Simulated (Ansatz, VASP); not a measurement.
## ZnCu: VASP beside Ansatz

INCAR

```
SYSTEM = ZnCu
PREC = Accurate
ENCUT = 520
EDIFF = 1E-8
ISMEAR = -1
SIGMA = 0.05
LREAL = .FALSE.
LASPH = .TRUE.
NELM = 60
ALGO = Normal
ISIF = 2
LWAVE = .FALSE.
LCHARG = .FALSE.
GGA = PE
LEFG = .TRUE.
NBANDS = 18
```

The input KPOINTS:

```
regular mesh
0
G
  10 10 10
  0 0 0
```

Contents of POSCAR:

```
ZnCu
1.0
    2.9450000000      0.0000000000      0.0000000000
    0.0000000000      2.9450000000      0.0000000000
    0.0000000000      0.0000000000      2.9450000000
Zn Cu
1 1
Direct
    0.5000000000      0.5000000000      0.5000000000
    0.0000000000      0.0000000000      0.0000000000
```

Input for Ansatz:

```yaml
crystal:
  lattice:
    - [2.945, 0.0, 0.0]
    - [0.0, 2.945, 0.0]
    - [0.0, 0.0, 2.945]
  atoms:
    - { symbol: Zn, position: [0.5, 0.5, 0.5] }
    - { symbol: Cu, position: [0.0, 0.0, 0.0] }
kpoints:
  mp_grid: { grid: [10, 10, 10] }
scf:
  occupations: { method: fermi_dirac, width: 0.05 }
hamiltonian:
  xc: pbe
  pseudopotentials: { kind: all_electron, datasets: crystal }
output:
  forces: true
  stress: true
  eigenvalues: true
  efg: { contact_densities: true }
```

Change from the starting cell: shortest bond scaled by 1, crystal datasets.

Alike in both runs: task electric field gradients; functional PBE; k mesh 10 × 10 × 10; occupations fermi-dirac, width 0.05 eV; no spin polarisation.

|  | VASP | Ansatz |
| --- | --- | --- |
| version | VASP 6.6.1 | Ansatz 0.2.0 |
| potentials or method | VASP PAW PBE potentials, release 64 (Zn, Cu), cutoff 520 eV | all-electron PAW with datasets made for the crystal, scalar-relativistic |

```csv
,VASP,Ansatz,Ansatz less VASP
pressure (GPa),2.9,2.4,-0.56
```

Ansatz ran all-electron here, and VASP with PAW potentials.
